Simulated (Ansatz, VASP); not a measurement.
**One calculation of SrTiO3, two programs**

INCAR

```
PREC = Accurate ; ENCUT = 520
EDIFF = 1E-6 ; ISMEAR = 0
SIGMA = 0.05 ; LREAL = F
LASPH = T ; NELM = 60
ALGO = Normal ; ISIF = 2
LWAVE = F ; LCHARG = F
GGA = PE ; IBRION = 2
NSW = 70 ; EDIFFG = -0.01
```

The input KPOINTS:

```
regular mesh
0
Gamma
  8 8 8
```

POSCAR

```
SrTiO3
1.0
    3.9364094381      0.0000000000      0.0000000000
    0.0000000000      3.9364094381      0.0000000000
    0.0000000000      0.0000000000      3.9364094381
Sr Ti O
1 1 3
Direct
    0.0020505763      0.0000000000      0.0000000000
    0.5096807686      0.5000000000      0.5000000000
   -0.0146326242      0.5000000000      0.5000000000
    0.4872194045      0.0000000000      0.5000000000
    0.4872194045      0.5000000000      0.0000000000
```

Input for Ansatz:

```yaml
crystal:
  lattice:
    - [3.9364094381, 0.0, 0.0]
    - [0.0, 3.9364094381, 0.0]
    - [0.0, 0.0, 3.9364094381]
  atoms:
    - { symbol: Sr, position: [0.0020505763, 0.0, 0.0] }
    - { symbol: Ti, position: [0.5096807686, 0.5, 0.5] }
    - { symbol: O, position: [-0.0146326242, 0.5, 0.5] }
    - { symbol: O, position: [0.4872194045, 0.0, 0.5] }
    - { symbol: O, position: [0.4872194045, 0.5, 0.0] }
basis:
  ecutwfc: 520.0
kpoints:
  mp_grid: { grid: [8, 8, 8] }
hamiltonian:
  xc: pbe
  pseudopotentials: { kind: paw, azcp: { folder: soft_1 } }
scf:
  occupations: { method: gaussian, width: 0.05 }
output:
  forces: true
  stress: true
  eigenvalues: true
relax:
  adjacent_minimum: "off"
  f_tol: 0.01
  max_steps: 50
```

Alike in both runs: task relaxation of the atoms; functional PBE; k mesh 8 × 8 × 8; occupations gaussian, width 0.05 eV; no spin polarisation.

```csv
,VASP,Ansatz
version,VASP 6.6.1,Ansatz 0.2.0
potentials or method,"VASP PAW PBE potentials, release 64 (Sr_sv, Ti_sv, O), cutoff 520 eV","scalar-relativistic, plane waves, PAW"
valence electrons in the cell,40,40
```

```csv
,VASP,Ansatz,Ansatz less VASP
"gap on the k mesh at the Fermi level, each at its own relaxed structure (eV)",1.83,1.88,+0.046
```

Ansatz's warnings: stress scf threshold loose.
